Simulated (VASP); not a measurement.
The system is Ti3Se.

```
Se Ti
1.0
     3.13217    0.00000    0.00000
    -1.56609    2.71254    0.00000
     0.00000    0.00000    7.78060
Se Ti
1 3
Direct
  0.00000 0.00000 0.00000
  0.66667 0.33333 0.50000
  0.33333 0.66667 0.77290
  0.33333 0.66667 0.22710
```

Base run:

* Program: VASP 6.6.1
* Functional: PBE
* Potentials or basis: VASP PAW PBE potentials, release 64 (Se, Ti_sv)
* Cutoff: 520 eV
* k mesh: 10 × 10 × 4
* Occupations: fermi-dirac, width 0.05 eV
* Spin: no spin polarisation

Its results: band gap on the k mesh zero (band 21 reaches 9.15 eV, above the bottom of band 22 at 8.57 eV); pressure 8.1 GPa; largest force 0.262 eV/Å.

**Question.** The run is repeated on the same cell with these changes: functional from PBE to PBEsol; further incar settings from ALGO = Normal; EDIFF = 1e-06; NBANDS = 29 to ALGO = Normal; EDIFF = 1e-07; NBANDS = 29. What comes out?

**Answer.** Band gap on the k mesh zero (band 21 reaches 9.01 eV, above the bottom of band 22 at 8.44 eV); pressure 3.1 GPa; largest force 0.143 eV/Å.

Caveats: the PAW data sets were made with another functional, which shifts forces and pressure a little (some runs).
